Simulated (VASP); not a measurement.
# YLu2F3 (R-3m) in VASP: notebook

Runs on YLu2F3. Level: PBE. Tasks: single point.

Program: VASP 6.6.1. These are calculated values, not measurements. Logs are shortened: lines on timing, memory, paths and dates and some standing lists are left out, and cuts for length are marked.

## (1) The cell of the first run

It takes space group R-3m (No. 166, trigonal). The conventional cell has a = 5.374 Å, b = 5.374 Å, c = 12.976 Å, α = 90.00°, β = 90.00°, γ = 120.00°. Y (site symmetry -3m) has 6 F at 2.66 Å and 6 Lu at 3.15 Å within 3.5 Å. Lu (site symmetry 3m) has 9 F at 3.13 Å and 3 Y at 3.15 Å and 4 Lu at 3.21 to 3.30 Å within 4.1 Å. Within 3.5 Å of F (site symmetry 2/m) lie 2 Y at 2.66 Å and 4 F at 2.69 Å and 6 Lu at 3.13 Å.

## (2) Single point, PBE

Input file INCAR:

```
PREC = Accurate
ENCUT = 520
EDIFF = 1E-6
ISMEAR = 0
SIGMA = 0.1
LREAL = F
LASPH = T
NELM = 60
ALGO = Normal
ISIF = 2
LWAVE = F
LCHARG = F
GGA = PE
NBANDS = 50
```

Input file KPOINTS:

```
regular mesh
0
Gamma
  6 6 6
```

Input file POSCAR:

```
YLu2F3
1.0
    2.6872180900      1.5514660900      4.3252433500
   -2.6872180900      1.5514660900      4.3252433500
    0.0000000000     -3.1029321700      4.3252433500
Y Lu F
1 2 3
Direct
    0.5000000000      0.5000000000      0.5000000000
    0.1235570000      0.1235570000      0.1235570000
    0.8764430000      0.8764430000      0.8764430000
    0.0000000000      0.5000000000      0.5000000000
    0.5000000000      0.5000000000      0.0000000000
    0.5000000000      0.0000000000      0.5000000000
```

Potentials or basis: VASP PAW PBE potentials, release 64 (Y_sv, Lu, F).

Command:

```
> cat potpaw_PBE.64/Y_sv/POTCAR potpaw_PBE.64/Lu/POTCAR potpaw_PBE.64/F/POTCAR > POTCAR
> mpirun -np 1 vasp_std > vasp.out
```

OUTCAR:

```text
PREC = Accurate
   ENCUT = 520
   EDIFF = 1E-6
   ISMEAR = 0
   LREAL = F
   LASPH = T
   NELM = 60
   ISIF = 2
   GGA = PE

 ion  position               nearest neighbor table
   1  0.500  0.500  0.500-   5 2.66   5 2.66   6 2.66   4 2.66   6 2.66   4 2.66   3 3.15   2 3.15
                             3 3.15   2 3.15   3 3.15   2 3.15
   2  0.124  0.124  0.124-   1 3.15   1 3.15   1 3.15   3 3.21   3 3.30   3 3.30   3 3.30
   3  0.876  0.876  0.876-   1 3.15   1 3.15   1 3.15   2 3.21   2 3.30   2 3.30   2 3.30
   4  0.000  0.500  0.500-   1 2.66   1 2.66
   5  0.500  0.500  0.000-   1 2.66   1 2.66
   6  0.500  0.000  0.500-   1 2.66   1 2.66

  LATTYP: Found a trigonal (rhomboedric) cell.
 ALAT       =     5.3231492679
 COS(alpha) =     0.4903188928

  Lattice vectors:

 A1 = (   2.6872180900,   1.5514660900,   4.3252433500)
 A2 = (  -2.6872180900,   1.5514660900,   4.3252433500)
 A3 = (   0.0000000000,  -3.1029321700,   4.3252433500)

Analysis of symmetry for initial positions (statically):
=====================================================================
 Subroutine PRICEL returns:
 Original cell was already a primitive cell.

 Routine SETGRP: Setting up the symmetry group for a
 trigonal (rhombohedral) supercell.

 Subroutine GETGRP returns: Found 12 space group operations
 (whereof 12 operations were pure point group operations)
 out of a pool of 12 trial point group operations.

The static configuration has the point symmetry D_3d.

Analysis of symmetry for dynamics (positions and initial velocities):
=====================================================================
 Subroutine PRICEL returns:
 Original cell was already a primitive cell.

 Routine SETGRP: Setting up the symmetry group for a
 trigonal (rhombohedral) supercell.

 Subroutine GETGRP returns: Found 12 space group operations
 (whereof 12 operations were pure point group operations)
 out of a pool of 12 trial point group operations.

The dynamic configuration has the point symmetry D_3d.

 Subroutine INISYM returns: Found 12 space group operations
 (whereof 12 operations are pure point group operations),
 and found     1 'primitive' translations

----------------------------------------------------------------------------------------

                                     Primitive cell

  volume of cell :     108.1950

  direct lattice vectors                    reciprocal lattice vectors
     2.687218090  1.551466090  4.325243350     0.186066029  0.107425272  0.077066955
    -2.687218090  1.551466090  4.325243350    -0.186066029  0.107425272  0.077066955
     0.000000000 -3.102932170  4.325243350     0.000000000 -0.214850544  0.077066955

  length of vectors
     5.323149268  5.323149268  5.323149264     0.228254402  0.228254402  0.228254402

  position of ions in fractional coordinates (direct lattice)
     0.500000000  0.500000000  0.500000000
     0.123557000  0.123557000  0.123557000
     0.876443000  0.876443000  0.876443000
     0.000000000  0.500000000  0.500000000
     0.500000000  0.500000000  0.000000000
     0.500000000  0.000000000  0.500000000

  ion indices of the primitive-cell ions
   primitive index   ion index
                 1           1
                 2           2
                 3           3
                 4           4
                 5           5
                 6           6

----------------------------------------------------------------------------------------

 KPOINTS: regular mesh

Automatic generation of k-mesh.
 Grid dimensions read from file:
 generate k-points for:    6    6    6

 Generating k-lattice:

  Cartesian coordinates                     Fractional coordinates (reciprocal lattice)
     0.031011005  0.017904212  0.012844492     0.166666667  0.000000000  0.000000000
    -0.031011005  0.017904212  0.012844492     0.000000000  0.166666667  0.000000000
     0.000000000 -0.035808424  0.012844492     0.000000000  0.000000000  0.166666667

  Length of vectors
     0.038042400  0.038042400  0.038042400

  Shift w.r.t. Gamma in fractional coordinates (k-lattice)
     0.000000000  0.000000000  0.000000000

 Subroutine IBZKPT returns following result:
 ===========================================

 Found     32 irreducible k-points:

 Following reciprocal coordinates:
            Coordinates               Weight
  0.000000  0.000000  0.000000      1.000000
  0.166667  0.000000  0.000000      6.000000
  0.333333  0.000000  0.000000      6.000000
  0.500000  0.000000  0.000000      3.000000
  0.166667  0.166667  0.000000      6.000000
  0.333333  0.166667  0.000000     12.000000
[... 16 lines left out ...]
  0.500000  0.500000  0.166667      6.000000
 -0.333333  0.500000  0.166667     12.000000
 [... further k-points ...]
   k-points           NKPTS =     32   k-points in BZ     NKDIM =     32   number of bands    NBANDS=     50
   number of dos      NEDOS =    301   number of ions     NIONS =      6
   total plane-waves  NPLWV =  64000
   dimension x,y,z NGX =    40 NGY =   40 NGZ =   40
   dimension x,y,z NGXF=    80 NGYF=   80 NGZF=   80
   ions per type =               1   2   3
   NGX,Y,Z   is equivalent  to a cutoff of  12.49, 12.49, 12.49 a.u.
   NGXF,Y,Z  is equivalent  to a cutoff of  24.98, 24.98, 24.98 a.u.
 SYSTEM =  unknown system
   PREC   = accura    normal or accurate (medium, high low for compatibility)
   ISTART =      0    job   : 0-new  1-cont  2-samecut
   ICHARG =      2    charge: 1-file 2-atom 10-const
   ISPIN  =      1    spin polarized calculation?
   LNONCOLLINEAR =      F non collinear calculations
   LSORBIT =      F    spin-orbit coupling
   LASPH  =      T    aspherical Exc in radial PAW
   ENCUT  =  520.0 eV  38.22 Ry    6.18 a.u.   9.90  9.90  9.90*2*pi/ulx,y,z
   NELM   =     60;   NELMIN=  2; NELMDL= -5     # of ELM steps
   EDIFF  = 0.1E-05   stopping-criterion for ELM
   LREAL  =      F    real-space projection
   EDIFFG = 0.1E-04   stopping-criterion for IOM
   NSW    =      0    number of steps for IOM
   IBRION =     -1    ionic relax: 0-MD 1-quasi-New 2-CG
   NFREE  =      0    steps in history (QN), initial steepest desc. (CG)
   ISIF   =      2    stress and relaxation
   ISYM   =      2    0-nonsym 1-usesym 2-fastsym
   POTIM  = 0.5000    time-step for ionic-motion
   TEBEG  =    0.0;   TEEND  =   0.0 temperature during run
   PSTRESS=    0.0 pullay stress
   NELECT =      82.0000    total number of electrons
   NUPDOWN=      -1.0000    fix difference up-down
   EMIN   =  10.00;   EMAX   =-10.00  energy-range for DOS
   EFERMI =   0.00;   METHOD = LEGACY
   ISMEAR =     0;   SIGMA  =   0.10  broadening in eV -4-tet -1-fermi 0-gaus
   EFERMI_NEDOS =   21; number of points for ismear=-14 and -15
   IALGO  =     38    algorithm
   IMIX   =      4    mixing-type and parameters
     AMIX     =   0.40;   BMIX     =  1.00
     AMIX_MAG =   1.60;   BMIX_MAG =  1.00
  volume/ion in A,a.u.               =      18.03       121.69
  Fermi-wavevector in a.u.,A,eV,Ry     =   1.492601  2.820607 30.311852  2.227858
  Thomas-Fermi vector in A             =   2.605108
   LORBIT       =      0    0 simple, 1 ext, 2 COOP (PROOUT), +10 PAW based schemes
   GGA     = PE    functional components
   LHFCALC =     F    Hartree Fock is set to
   AEXX    =    0.0000 exact exchange contribution
   IVDW    =     0    specifies the selected vdW correction
   LEPSILON=     F    determine dielectric tensor
   LRPA    =     F    only Hartree local field effects (RPA)
 non-spin polarized calculation
 Gauss-broadening in eV      SIGMA  =   0.10
  energy-cutoff  :      520.00
  volume of cell :      108.19
 maximum number of plane-waves:      2932
   NGX = 19   NGY = 19   NGZ = 19

 number of electron      82.0000048 magnetization

 Free energy of the ion-electron system (eV)
  ---------------------------------------------------
  ext. energy  EPLUGINS =         0.00000000
  ---------------------------------------------------
  free energy    TOTEN  =       -29.78716277 eV

  energy without entropy =      -29.76426608  energy(sigma->0) =      -29.77571443

 E-fermi :   3.1765     XC(G=0): -10.5459

 val. band max:        3.1734879583   @ k =   0.5000   0.3333   0.3333
 cond. band min:       3.1794321238   @ k =  -0.1667   0.1667   0.1667
 fundamental gap:      0.0059441656
 Fermi energy:         3.1765400689

 k-point     1 :       0.0000    0.0000    0.0000
  band No.  band energies     occupation
      1     -53.9803      2.00000
      2     -53.9399      2.00000
      3     -39.5946      2.00000
      4     -24.8979      2.00000
      5     -24.6581      2.00000
      6     -24.6581      2.00000
[... 42 lines left out ...]
     49       6.4520      0.00000
     50       6.7746      0.00000

 k-point     2 :       0.1667    0.0000    0.0000
  band No.  band energies     occupation
      1     -53.9785      2.00000
      2     -53.9417      2.00000
      3     -39.5948      2.00000
      4     -24.8997      2.00000
      5     -24.6810      2.00000
      6     -24.6701      2.00000
[... 42 lines left out ...]
     49       6.5132      0.00000
     50       6.9702      0.00000

 k-point     3 :       0.3333    0.0000    0.0000
  band No.  band energies     occupation
      1     -53.9741      2.00000
      2     -53.9461      2.00000
      3     -39.5951      2.00000
      4     -24.9043      2.00000
      5     -24.7010      2.00000
      6     -24.6908      2.00000
[... 42 lines left out ...]
     49       6.8413      0.00000
     50       6.9692      0.00000

 k-point     4 :       0.5000    0.0000    0.0000
  band No.  band energies     occupation
      1     -53.9713      2.00000
      2     -53.9488      2.00000
      3     -39.5953      2.00000
      4     -24.9071      2.00000
      5     -24.7050      2.00000
      6     -24.7000      2.00000
[... 999 lines left out ...]
 k-point    23 :       0.5000    0.5000    0.1667
  band No.  band energies     occupation
      1     -53.9640      2.00000
      2     -53.9562      2.00000
      3     -39.5947      2.00000
      4     -24.9070      2.00000
      5     -24.7220      2.00000
      6     -24.6669      2.00000
[... 42 lines left out ...]
     49       6.3720      0.00000
     50       6.9486      0.00000

 k-point    24 :      -0.3333    0.5000    0.1667
  band No.  band energies     occupation
      1     -53.9624      2.00000
      2     -53.9578      2.00000
      3     -39.5950      2.00000
      4     -24.9113      2.00000
      5     -24.7189      2.00000
      6     -24.6683      2.00000
[... 42 lines left out ...]
     49       6.7034      0.00000
     50       7.0956      0.00000

 [... further k-points ...]
[... 5 lines left out ...]
  --------------------------------------------------------------------------------------
  -------------------------------------------------------------------------------------
  Total        4.9693837      4.9693836     -7.3758649      0.0000000     -0.0000000      0.0000000
  in kB       73.5878494     73.5878493   -109.2236125      0.0000000     -0.0000001      0.0000000
  external PRESSURE =      12.6506954 kB  Pullay stress =       0.0000000 kB

 VOLUME and BASIS-vectors are now :
 -----------------------------------------------------------------------------
  energy-cutoff  :      520.00
  volume of cell :      108.19
      direct lattice vectors                 reciprocal lattice vectors
     2.687218090  1.551466090  4.325243350     0.186066029  0.107425272  0.077066955
    -2.687218090  1.551466090  4.325243350    -0.186066029  0.107425272  0.077066955
     0.000000000 -3.102932170  4.325243350     0.000000000 -0.214850544  0.077066955

 POSITION                                       TOTAL-FORCE (eV/Angst)
 -----------------------------------------------------------------------------------
      0.00000      0.00000      6.48787        -0.000000      0.000000     -0.000000
      0.00000      0.00000      1.60324        -0.000000      0.000000      0.950442
      0.00000      0.00000     11.37249        -0.000000     -0.000000     -0.950442
     -1.34361     -0.77573      4.32524         0.000000      0.000000      0.000000
      0.00000      1.55147      4.32524        -0.000000      0.000000      0.000000
      1.34361     -0.77573      4.32524         0.000000      0.000000     -0.000000
 -----------------------------------------------------------------------------------
    total drift:                               -0.000000     -0.000000      0.000000

  FREE ENERGIE OF THE ION-ELECTRON SYSTEM (eV)
  ---------------------------------------------------
  free  energy   TOTEN  =       -29.7871627735 eV

  energy  without entropy=      -29.7642660793  energy(sigma->0) =      -29.77571443
```

Run time: 3.4 min. Hardware: 1 thread of Intel Xeon 6975P-C, shared host; peak memory 0.36 GiB.

Results:

```
Free energy            : -29.7872 eV
Pressure               : 1.3 GPa
Largest force          : 0.950 eV/Å
Band gap on the k mesh : zero (band 41 reaches 3.54 eV, above the bottom of band 42 at 3.10 eV)
```

Forces on the atoms (eV/Å):
```
Y    0.000  0.000  0.000
Lu   0.000  0.000  0.950
Lu   0.000  0.000 -0.950
F    0.000  0.000  0.000
F    0.000  0.000  0.000
F    0.000  0.000  0.000
```

Levels at points of the mesh, in eV from the Fermi level:
| k point | band 38 | band 39 | band 40 | band 41 | band 42 | band 43 | band 44 | band 45 |
| --- | --- | --- | --- | --- | --- | --- | --- | --- |
| (0.00, 0.00, 0.00) | -3.60 | -3.60 | -0.22 | -0.22 | -0.02 | 1.27 | 1.27 | 1.37 |
| (0.50, 0.00, 0.00) | -3.68 | -1.85 | -1.34 | -0.54 | 0.15 | 0.56 | 0.84 | 1.33 |
| (0.50, 0.50, 0.00) | -3.68 | -1.04 | -0.92 | -0.79 | 0.22 | 0.52 | 0.53 | 0.99 |
| (0.50, 0.50, 0.50) | -3.63 | -1.97 | -0.46 | 0.36 | 0.36 | 0.65 | 0.65 | 1.70 |

Caveat: spin-orbit coupling is left out, which moves the levels of the heavy elements.

## (3) Single point, PBE

This run uses another cell than the first one, of 22.11 Å³/atom, 1.226 times its volume.

Input file INCAR:

```
SYSTEM = YLu2F3
PREC = Accurate ; ENCUT = 520
EDIFF = 1E-6 ; ISMEAR = 0
SIGMA = 0.1 ; LREAL = .False.
LASPH = .True. ; NELM = 80
ALGO = Normal ; ISIF = 2
LWAVE = .False. ; LCHARG = .False.
GGA = PE ; NBANDS = 50
```

Input file KPOINTS:

```
regular mesh
0
Gamma
  6 6 6
  0 0 0
```

Input file POSCAR:

```
YLu2F3
1.0
    2.8591264067      1.6507174023      4.6849487775
   -2.8591264067      1.6507174023      4.6849487775
    0.0000000000     -3.3014347993      4.6849487794
Y Lu F
1 2 3
Direct
    0.5000000000      0.5000000000      0.5000000000
    0.2252444593      0.2252444593      0.2252444593
    0.7747555407      0.7747555407      0.7747555407
    0.0000000000      0.5000000000      0.5000000000
    0.5000000000      0.5000000000      0.0000000000
    0.5000000000      0.0000000000      0.5000000000
```

Potentials or basis: VASP PAW PBE potentials, release 64 (Y_sv, Lu, F).

Command:

```
> cat potpaw_PBE.64/Y_sv/POTCAR potpaw_PBE.64/Lu/POTCAR potpaw_PBE.64/F/POTCAR > POTCAR
> mpirun -np 1 vasp_std > vasp.out
```

It took 5.8 min on 1 thread of Intel Xeon 6975P-C, shared host; peak memory 0.47 GiB.

Results (log left out):

```
Free energy            : -34.0030 eV
Pressure               : 0.5 GPa
Largest force          : 0.076 eV/Å
Band gap on the k mesh : 0.05 eV, indirect (least direct gap 0.07 eV)
```

Forces on the atoms (eV/Å):
```
Y    0.000  0.000  0.000
Lu   0.000  0.000 -0.076
Lu   0.000  0.000  0.076
F    0.000  0.000  0.000
F    0.000  0.000  0.000
F    0.000  0.000  0.000
```

Stress tensor (GPa, compression positive):
```
0.45 0.00 0.00
0.00 0.45 0.00
0.00 0.00 0.59
```

Levels at points of the mesh, in eV from the valence-band top:
```csv
k point,band 39,band 40,band 41,band 42,band 43,band 44
"(0.00, 0.00, 0.00)",-3.58,-0.41,-0.41,1.16,1.21,1.21
"(0.50, 0.00, 0.00)",-1.76,-1.16,-0.59,0.44,0.93,1.24
"(0.50, 0.50, 0.00)",-1.46,-1.44,-0.48,0.41,0.66,0.68
"(0.50, 0.50, 0.50)",-2.26,-0.16,-0.16,0.24,0.63,0.63
```

Caveat: spin-orbit coupling is left out, which moves the levels of the heavy elements.
